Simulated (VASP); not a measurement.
# WS (F-43m) in VASP: further runs, part 2 of 2

VASP 6.6.1. The steps go on from the part before.

### Step 3. Single point, PBE+U

This run uses another cell than the first one, of 26.32 Å³/atom.

The input, INCAR:

```
ALGO = Normal ; EDIFF = 1E-6
ENCUT = 520 ; GGA = PE
ISIF = 2 ; ISMEAR = 0
LASPH = T ; LCHARG = F
LDAU = T ; LDAUJ = 0 0
LDAUL = 2 -1 ; LDAUPRINT = 1
LDAUTYPE = 2 ; LDAUU = 6.2 0
LMAXMIX = 4 ; LREAL = F
LWAVE = F ; NBANDS = 17
NELM = 150 ; PREC = Accurate
SIGMA = 0.1
```

The input, KPOINTS:

```
k-points
0
Gamma
  12 12 12
```

The input, POSCAR:

```
WS
1.0
    0.0000000000      2.9747375280      2.9747375280
    2.9747375280      0.0000000000      2.9747375280
    2.9747375280      2.9747375280      0.0000000000
W S
1 1
Direct
    0.0000000000      0.0000000000      0.0000000000
    0.2500000000      0.2500000000      0.2500000000
```

Potentials or basis: VASP PAW PBE potentials, release 64 (W_sv, S).

Run with:

```bash
> cat potpaw_PBE.64/W_sv/POTCAR potpaw_PBE.64/S/POTCAR > POTCAR
> mpirun -np 1 vasp_std > vasp.out
```

OUTCAR:

```text
EDIFF = 1E-6
   ENCUT = 520
   GGA = PE
   ISIF = 2
   ISMEAR = 0
   LASPH = T
   LREAL = F
   NELM = 150
   PREC = Accurate

 ion  position               nearest neighbor table
   1  0.000  0.000  0.000-   2 2.58   2 2.58   2 2.58   2 2.58
   2  0.250  0.250  0.250-   1 2.58   1 2.58   1 2.58   1 2.58

  LATTYP: Found a face centered cubic cell.
 ALAT       =     5.9494750560

  Lattice vectors:

 A1 = (   0.0000000000,   2.9747375280,   2.9747375280)
 A2 = (   2.9747375280,   0.0000000000,   2.9747375280)
 A3 = (   2.9747375280,   2.9747375280,   0.0000000000)

Analysis of symmetry for initial positions (statically):
=====================================================================
 Subroutine PRICEL returns:
 Original cell was already a primitive cell.

 Routine SETGRP: Setting up the symmetry group for a
 face centered cubic supercell.

 Subroutine GETGRP returns: Found 24 space group operations
 (whereof 24 operations were pure point group operations)
 out of a pool of 48 trial point group operations.

The static configuration has the point symmetry T_d .

Analysis of symmetry for dynamics (positions and initial velocities):
=====================================================================
 Subroutine PRICEL returns:
 Original cell was already a primitive cell.

 Routine SETGRP: Setting up the symmetry group for a
 face centered cubic supercell.

 Subroutine GETGRP returns: Found 24 space group operations
 (whereof 24 operations were pure point group operations)
 out of a pool of 48 trial point group operations.

The dynamic configuration has the point symmetry T_d .

[... 166 lines left out ...]
  o =  0.0950  v =  0.0000  0.0000  0.0000  0.0000  0.0000  0.0000 -0.3620 -0.0000 -0.9322 -0.0000      0.0000  0.0000  0.0000  0.0000  0.0000  0.0000  0.0000  0.0000  0.0000  0.0000
  o =  0.0950  v =  0.0000 -0.3620 -0.0000 -0.9322 -0.0000  0.0000  0.0000  0.0000  0.0000  0.0000      0.0000  0.0000  0.0000  0.0000  0.0000  0.0000  0.0000  0.0000  0.0000  0.0000
  o =  0.7149  v =  0.0000  0.0000  0.0000  0.0000  0.0000  0.0000 -0.0000 -1.0000 -0.0000  0.0001      0.0000  0.0000  0.0000  0.0000  0.0000  0.0000  0.0000  0.0000  0.0000  0.0000
  o =  0.7149  v =  0.0000 -0.0000 -1.0000 -0.0000  0.0001  0.0000  0.0000  0.0000  0.0000  0.0000      0.0000  0.0000  0.0000  0.0000  0.0000  0.0000  0.0000  0.0000  0.0000  0.0000
  o =  0.7149  v =  0.0000  0.0000  0.0000  0.0000  0.0000  0.0000 -0.0000  0.0001  0.0000  1.0000      0.0000  0.0000  0.0000  0.0000  0.0000  0.0000  0.0000  0.0000  0.0000  0.0000
  o =  0.7149  v =  0.0000 -0.0000  0.0001  0.0000  1.0000  0.0000  0.0000  0.0000  0.0000  0.0000      0.0000  0.0000  0.0000  0.0000  0.0000  0.0000  0.0000  0.0000  0.0000  0.0000

 number of electron      20.0000001 magnetization

 Free energy of the ion-electron system (eV)
  ---------------------------------------------------
  ext. energy  EPLUGINS =         0.00000000
  ---------------------------------------------------
  free energy    TOTEN  =        -8.57833006 eV

  energy without entropy =       -8.57725380  energy(sigma->0) =       -8.57779193

 E-fermi :   4.4765     XC(G=0):  -9.2941

 val. band max:        4.3842056636   @ k =  -0.2500   0.5000   0.2500
 cond. band min:       4.5323403644   @ k =   0.5000   0.5000   0.0000
 fundamental gap:      0.1481347008
 Fermi energy:         4.4765048812

 k-point     1 :       0.0000    0.0000    0.0000
  band No.  band energies     occupation
      1     -69.3018      2.00000
      2     -33.5069      2.00000
      3     -33.5068      2.00000
      4     -33.5068      2.00000
      5      -9.1804      2.00000
      6       0.7474      2.00000
[... 457 lines left out ...]
      4     -33.5102      2.00000
      5      -8.5732      2.00000
      6      -0.5961      2.00000
[... 9 lines left out ...]
     16      12.3905      0.00000
     17      12.7233      0.00000

 [... further k-points ...]

------------------------ aborting loop because EDIFF is reached ----------------------------------------

  FORCE on cell =-STRESS in cart. coord.  units (eV):
  Direction    XX          YY          ZZ          XY          YZ          ZX
  --------------------------------------------------------------------------------------
  -------------------------------------------------------------------------------------
  Total       -2.3561007     -2.3561007     -2.3561007      0.0000000      0.0000000      0.0000000
  in kB      -71.7015381    -71.7015381    -71.7015381      0.0000000      0.0000000      0.0000000
  external PRESSURE =     -71.7015381 kB  Pullay stress =       0.0000000 kB

 VOLUME and BASIS-vectors are now :
 -----------------------------------------------------------------------------
  energy-cutoff  :      520.00
  volume of cell :       52.65
      direct lattice vectors                 reciprocal lattice vectors
     0.000000000  2.974737528  2.974737528    -0.168082056  0.168082056  0.168082056
     2.974737528  0.000000000  2.974737528     0.168082056 -0.168082056  0.168082056
     2.974737528  2.974737528  0.000000000     0.168082056  0.168082056 -0.168082056

 POSITION                                       TOTAL-FORCE (eV/Angst)
 -----------------------------------------------------------------------------------
      0.00000      0.00000      0.00000         0.000000      0.000000      0.000000
      1.48737      1.48737      1.48737        -0.000000     -0.000000     -0.000000
 -----------------------------------------------------------------------------------
    total drift:                               -0.000000     -0.000000     -0.000000

  FREE ENERGIE OF THE ION-ELECTRON SYSTEM (eV)
  ---------------------------------------------------
  free  energy   TOTEN  =        -8.5783300603 eV

  energy  without entropy=       -8.5772538046  energy(sigma->0) =       -8.57779193
```

It took 2.2 min on 1 thread of Intel Xeon 8259CL, shared host; peak memory 0.21 GiB.

Results:

- Free energy: -8.5783 eV
- Pressure: -7.2 GPa
- Band gap on the k mesh: 0.15 eV (least direct gap 0.25 eV)

Levels at points of the mesh, in eV from the valence-band top:
| k point | band 6 | band 7 | band 8 | band 9 | band 10 | band 11 | band 12 | band 13 | band 14 | band 15 |
| --- | --- | --- | --- | --- | --- | --- | --- | --- | --- | --- |
| (0.00, 0.00, 0.00) | -3.64 | -3.64 | -3.64 | -0.81 | -0.81 | 0.15 | 5.12 | 5.12 | 5.12 | 6.90 |
| (0.50, 0.00, 0.00) | -5.12 | -3.65 | -3.65 | -0.27 | -0.27 | 1.61 | 3.13 | 3.49 | 3.49 | 7.27 |
| (0.50, 0.50, 0.00) | -5.52 | -3.33 | -3.33 | -0.62 | -0.14 | 0.15 | 3.02 | 3.02 | 5.83 | 6.65 |

Eigenvalues of the final occupation matrices:
| site | spin | trace | eigenvalues |
| --- | --- | --- | --- |
| site 1 d | 1 | 1.71 | 0.10 0.10 0.10 0.71 0.71 |
| site 1 d | 2 | 1.71 | 0.10 0.10 0.10 0.71 0.71 |

Caveat: the cell stands under tension; spin-orbit coupling is left out, which moves the levels of the heavy elements.
